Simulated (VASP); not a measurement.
# Ru (P6_3/mmc) in VASP: single point with PBEsol

Aim: the single point of Ru with PBEsol.

Program: VASP 6.6.1. These are calculated values, not measurements. Logs are shortened: lines on timing, memory, paths and dates and some standing lists are left out, and cuts for length are marked.

## (1) The cell of the first run

It takes space group P6_3/mmc (No. 194, hexagonal). Conventional cell: a = 2.676 Å, b = 2.676 Å, c = 8.619 Å, α = 90.00°, β = 90.00°, γ = 120.00°. Within 3.5 Å of Ru (site symmetry -3m) lie 12 Ru at 2.65 to 2.68 Å. Ru (site symmetry -6m2) has 12 Ru at 2.65 to 2.68 Å within 3.5 Å.

## (2) Single point, PBEsol

Contents of INCAR:

```
PREC     = Accurate       # precision mode
ENCUT    = 520            # plane-wave cutoff, eV
EDIFF    = 1E-6           # SCF threshold, eV
ISMEAR   = 0              # smearing method
SIGMA    = 0.1            # smearing width, eV
LREAL    = False          # projectors in reciprocal space
LASPH    = True           # aspherical terms in the spheres
NELM     = 80             # most SCF steps
ALGO     = Fast           # electronic algorithm
ISIF     = 2              # what is computed and relaxed
LWAVE    = False          # write WAVECAR
LCHARG   = False          # write CHGCAR
GGA      = PS             # functional
NBANDS   = 36             # bands
```

Contents of KPOINTS:

```
regular mesh
0
Gamma
  18 18 6
```

Contents of POSCAR:

```
Ru
1.0
    2.6762623513      0.0000000000      0.0000000000
   -1.3381311757      2.3177111834      0.0000000000
    0.0000000000      0.0000000000      8.6193798921
Ru
4
Direct
    0.0000000000      0.0000000000      0.0000000000
    0.3333333333      0.6666666667      0.2500000000
    0.0000000000      0.0000000000      0.5000000000
    0.6666666667      0.3333333333      0.7500000000
```

Potentials or basis: VASP PAW PBE potentials, release 64 (Ru_pv).

Run with:

```console
> cat potpaw_PBE.64/Ru_pv/POTCAR > POTCAR
> mpirun -np 1 vasp_std > vasp.out
```

OUTCAR:

```text
PREC = Accurate
   ENCUT = 520
   EDIFF = 1E-6
   ISMEAR = 0
   LREAL = False
   LASPH = True
   NELM = 80
   ISIF = 2
   GGA = PS

 ion  position               nearest neighbor table
   1  0.000  0.000  0.000-   2 2.65   4 2.65   4 2.65   2 2.65   4 2.65   2 2.65
   2  0.333  0.667  0.250-   1 2.65   3 2.65   1 2.65   3 2.65   1 2.65   3 2.65
   3  0.000  0.000  0.500-   2 2.65   4 2.65   4 2.65   2 2.65   4 2.65   2 2.65
   4  0.667  0.333  0.750-   1 2.65   3 2.65   1 2.65   3 2.65   1 2.65   3 2.65

  LATTYP: Found a hexagonal cell.
 ALAT       =     2.6762623513
 C/A-ratio  =     3.2206782298

  Lattice vectors:

 A1 = (   2.6762623513,   0.0000000000,   0.0000000000)
 A2 = (  -1.3381311757,   2.3177111834,   0.0000000000)
 A3 = (   0.0000000000,   0.0000000000,   8.6193798921)

Analysis of symmetry for initial positions (statically):
=====================================================================
 Subroutine PRICEL returns:
 Original cell was already a primitive cell.

 Routine SETGRP: Setting up the symmetry group for a
 hexagonal supercell.

 Subroutine GETGRP returns: Found 24 space group operations
 (whereof 12 operations were pure point group operations)
 out of a pool of 24 trial point group operations.

The static configuration has the point symmetry D_3d.
 The point group associated with its full space group is D_6h.

Analysis of symmetry for dynamics (positions and initial velocities):
=====================================================================
 Subroutine PRICEL returns:
 Original cell was already a primitive cell.

 Routine SETGRP: Setting up the symmetry group for a
 hexagonal supercell.

 Subroutine GETGRP returns: Found 24 space group operations
 (whereof 12 operations were pure point group operations)
 out of a pool of 24 trial point group operations.

The dynamic configuration has the point symmetry D_3d.
 The point group associated with its full space group is D_6h.

 Subroutine INISYM returns: Found 24 space group operations
 (whereof 12 operations are pure point group operations),
 and found     1 'primitive' translations

----------------------------------------------------------------------------------------

                                     Primitive cell

  volume of cell :      53.4643

  direct lattice vectors                    reciprocal lattice vectors
     2.676262351  0.000000000  0.000000000     0.373655445  0.215730072  0.000000000
    -1.338131176  2.317711183  0.000000000     0.000000000  0.431460144  0.000000000
     0.000000000  0.000000000  8.619379892     0.000000000  0.000000000  0.116017627

  length of vectors
     2.676262351  2.676262351  8.619379892     0.431460144  0.431460144  0.116017627

  position of ions in fractional coordinates (direct lattice)
     0.000000000  0.000000000  0.000000000
     0.333333333  0.666666667  0.250000000
     0.000000000  0.000000000  0.500000000
     0.666666667  0.333333333  0.750000000

  ion indices of the primitive-cell ions
   primitive index   ion index
                 1           1
                 2           2
                 3           3
                 4           4

----------------------------------------------------------------------------------------

 KPOINTS: regular mesh

Automatic generation of k-mesh.
 Grid dimensions read from file:
 generate k-points for:   18   18    6

 Generating k-lattice:

  Cartesian coordinates                     Fractional coordinates (reciprocal lattice)
     0.020758636  0.011985004  0.000000000     0.055555556  0.000000000  0.000000000
     0.000000000  0.023970008  0.000000000     0.000000000  0.055555556  0.000000000
     0.000000000  0.000000000  0.019336271     0.000000000  0.000000000  0.166666667

  Length of vectors
     0.023970008  0.023970008  0.019336271

  Shift w.r.t. Gamma in fractional coordinates (k-lattice)
     0.000000000  0.000000000  0.000000000

 Subroutine IBZKPT returns following result:
 ===========================================

 Found    148 irreducible k-points:

 Following reciprocal coordinates:
            Coordinates               Weight
  0.000000  0.000000  0.000000      1.000000
  0.055556 -0.000000  0.000000      6.000000
  0.111111 -0.000000  0.000000      6.000000
  0.166667 -0.000000  0.000000      6.000000
  0.222222 -0.000000  0.000000      6.000000
  0.277778  0.000000  0.000000      6.000000
[... 16 lines left out ...]
  0.333333  0.111111  0.000000     12.000000
  0.388889  0.111111  0.000000     12.000000
 [... further k-points ...]
   k-points           NKPTS =    148   k-points in BZ     NKDIM =    148   number of bands    NBANDS=     36
   number of dos      NEDOS =    301   number of ions     NIONS =      4
   total plane-waves  NPLWV =  25600
   dimension x,y,z NGX =    20 NGY =   20 NGZ =   64
   dimension x,y,z NGXF=    40 NGYF=   40 NGZF=  128
   ions per type =               4
   NGX,Y,Z   is equivalent  to a cutoff of  12.42, 12.42, 12.34 a.u.
   NGXF,Y,Z  is equivalent  to a cutoff of  24.85, 24.85, 24.69 a.u.
 SYSTEM =  unknown system
   PREC   = accura    normal or accurate (medium, high low for compatibility)
   ISTART =      0    job   : 0-new  1-cont  2-samecut
   ICHARG =      2    charge: 1-file 2-atom 10-const
   ISPIN  =      1    spin polarized calculation?
   LNONCOLLINEAR =      F non collinear calculations
   LSORBIT =      F    spin-orbit coupling
   LASPH  =      T    aspherical Exc in radial PAW
   ENCUT  =  520.0 eV  38.22 Ry    6.18 a.u.   4.98  4.98 16.03*2*pi/ulx,y,z
   NELM   =     80;   NELMIN=  2; NELMDL= -5     # of ELM steps
   EDIFF  = 0.1E-05   stopping-criterion for ELM
   LREAL  =      F    real-space projection
   EDIFFG = 0.1E-04   stopping-criterion for IOM
   NSW    =      0    number of steps for IOM
   IBRION =     -1    ionic relax: 0-MD 1-quasi-New 2-CG
   NFREE  =      0    steps in history (QN), initial steepest desc. (CG)
   ISIF   =      2    stress and relaxation
   ISYM   =      2    0-nonsym 1-usesym 2-fastsym
   POTIM  = 0.5000    time-step for ionic-motion
   TEBEG  =    0.0;   TEEND  =   0.0 temperature during run
   PSTRESS=    0.0 pullay stress
   NELECT =      56.0000    total number of electrons
   NUPDOWN=      -1.0000    fix difference up-down
   EMIN   =  10.00;   EMAX   =-10.00  energy-range for DOS
   EFERMI =   0.00;   METHOD = LEGACY
   ISMEAR =     0;   SIGMA  =   0.10  broadening in eV -4-tet -1-fermi 0-gaus
   EFERMI_NEDOS =   21; number of points for ismear=-14 and -15
   IALGO  =     68    algorithm
   IMIX   =      4    mixing-type and parameters
     AMIX     =   0.40;   BMIX     =  1.00
     AMIX_MAG =   1.60;   BMIX_MAG =  1.00
  volume/ion in A,a.u.               =      13.37        90.20
  Fermi-wavevector in a.u.,A,eV,Ry     =   1.662581  3.141823 37.608895  2.764176
  Thomas-Fermi vector in A             =   2.749447
   LORBIT       =      0    0 simple, 1 ext, 2 COOP (PROOUT), +10 PAW based schemes
   GGA     = PS    functional components
   LHFCALC =     F    Hartree Fock is set to
   AEXX    =    0.0000 exact exchange contribution
   IVDW    =     0    specifies the selected vdW correction
   LEPSILON=     F    determine dielectric tensor
   LRPA    =     F    only Hartree local field effects (RPA)
 non-spin polarized calculation
 RMM-DIIS sequential band-by-band and
 Gauss-broadening in eV      SIGMA  =   0.10
  energy-cutoff  :      520.00
  volume of cell :       53.46
 maximum number of plane-waves:      1470
 NGX is ok and might be reduce to    20
   NGX =  9   NGY =  9   NGZ = 33

 number of electron      56.0000011 magnetization

 Free energy of the ion-electron system (eV)
  ---------------------------------------------------
  ext. energy  EPLUGINS =         0.00000000
  ---------------------------------------------------
  free energy    TOTEN  =       -40.36086108 eV

  energy without entropy =      -40.34298993  energy(sigma->0) =      -40.35192550

 E-fermi :  12.9548     XC(G=0): -14.3767

 val. band max:       12.9514867642   @ k =   0.3889  -0.0000   0.0000
 cond. band min:      12.9570011355   @ k =   0.3333   0.0556   0.3333
 fundamental gap:      0.0055143714
 Fermi energy:        12.9548317860

 k-point     1 :       0.0000    0.0000    0.0000
  band No.  band energies     occupation
      1     -30.6297      2.00000
      2     -30.0900      2.00000
      3     -30.0326      2.00000
      4     -29.6480      2.00000
      5     -29.6480      2.00000
      6     -29.5824      2.00000
[... 28 lines left out ...]
     35      14.5618      0.00000
     36      14.5618      0.00000

 k-point     2 :       0.0556   -0.0000    0.0000
  band No.  band energies     occupation
      1     -30.6186      2.00000
      2     -30.0929      2.00000
      3     -30.0369      2.00000
      4     -29.6734      2.00000
      5     -29.6563      2.00000
      6     -29.5999      2.00000
[... 28 lines left out ...]
     35      14.5784      0.00000
     36      15.5656      0.00000

 k-point     3 :       0.1111   -0.0000    0.0000
  band No.  band energies     occupation
      1     -30.5860      2.00000
      2     -30.1047      2.00000
      3     -30.0536      2.00000
      4     -29.7451      2.00000
      5     -29.6797      2.00000
      6     -29.6460      2.00000
[... 28 lines left out ...]
     35      14.6267      0.00000
     36      16.8804      0.00000

 k-point     4 :       0.1667   -0.0000    0.0000
  band No.  band energies     occupation
      1     -30.5342      2.00000
      2     -30.1348      2.00000
      3     -30.0930      2.00000
      4     -29.8512      2.00000
      5     -29.7222      2.00000
      6     -29.7146      2.00000
[... 28 lines left out ...]
     35      14.6986      0.00000
     36      18.2520      0.00000

 k-point     5 :       0.2222   -0.0000    0.0000
  band No.  band energies     occupation
      1     -30.4680      2.00000
      2     -30.1965      2.00000
      3     -30.1634      2.00000
      4     -29.9750      2.00000
      5     -29.8609      2.00000
      6     -29.7563      2.00000
[... 655 lines left out ...]
 k-point    22 :       0.2778    0.1111    0.0000
  band No.  band energies     occupation
      1     -30.3951      2.00000
      2     -30.3912      2.00000
      3     -30.2521      2.00000
      4     -30.2076      2.00000
      5     -30.1651      2.00000
      6     -29.8952      2.00000
[... 28 lines left out ...]
     35      16.0836      0.00000
     36      22.7310      0.00000

 k-point    23 :       0.3333    0.1111    0.0000
  band No.  band energies     occupation
      1     -30.4747      2.00000
      2     -30.4677      2.00000
      3     -30.2840      2.00000
      4     -30.2608      2.00000
      5     -30.1693      2.00000
      6     -29.9254      2.00000
[... 28 lines left out ...]
     35      16.7200      0.00000
     36      22.1750      0.00000

 k-point    24 :       0.3889    0.1111    0.0000
  band No.  band energies     occupation
      1     -30.5317      2.00000
      2     -30.5190      2.00000
      3     -30.3324      2.00000
      4     -30.3227      2.00000
      5     -30.0855      2.00000
      6     -29.9466      2.00000
[... 28 lines left out ...]
     35      17.7571      0.00000
     36      20.6087      0.00000

 [... further k-points ...]
[... 5 lines left out ...]
  --------------------------------------------------------------------------------------
  -------------------------------------------------------------------------------------
  Total       -0.0444255     -0.0444255     -0.0381128      0.0000000      0.0000000      0.0000000
  in kB       -1.3313105     -1.3313105     -1.1421361      0.0000000      0.0000000      0.0000000
  external PRESSURE =      -1.2682524 kB  Pullay stress =       0.0000000 kB

 VOLUME and BASIS-vectors are now :
 -----------------------------------------------------------------------------
  energy-cutoff  :      520.00
  volume of cell :       53.46
      direct lattice vectors                 reciprocal lattice vectors
     2.676262351  0.000000000  0.000000000     0.373655445  0.215730072  0.000000000
    -1.338131176  2.317711183  0.000000000     0.000000000  0.431460144  0.000000000
     0.000000000  0.000000000  8.619379892     0.000000000  0.000000000  0.116017627

 POSITION                                       TOTAL-FORCE (eV/Angst)
 -----------------------------------------------------------------------------------
      0.00000      0.00000      0.00000        -0.000000      0.000000     -0.000000
     -0.00000      1.54514      2.15484        -0.000000     -0.000000      0.000000
      0.00000      0.00000      4.30969        -0.000000      0.000000     -0.000000
      1.33813      0.77257      6.46453         0.000000      0.000000      0.000000
 -----------------------------------------------------------------------------------
    total drift:                                0.000000     -0.000000      0.000000

  FREE ENERGIE OF THE ION-ELECTRON SYSTEM (eV)
  ---------------------------------------------------
  free  energy   TOTEN  =       -40.3608610755 eV

  energy  without entropy=      -40.3429899286  energy(sigma->0) =      -40.35192550
```

Run time: 1.8 min. Hardware: 1 thread of Intel Xeon 6975P-C (Granite Rapids), shared host; peak memory 0.3 GiB.

What came out:

- Free energy: -40.3609 eV
- Pressure: -0.1 GPa
- Band gap on the k mesh: zero (band 28 reaches 14.63 eV, above the bottom of band 29 at 11.59 eV)

Caveat: the PAW data sets were made with another functional, which shifts forces and pressure a little.
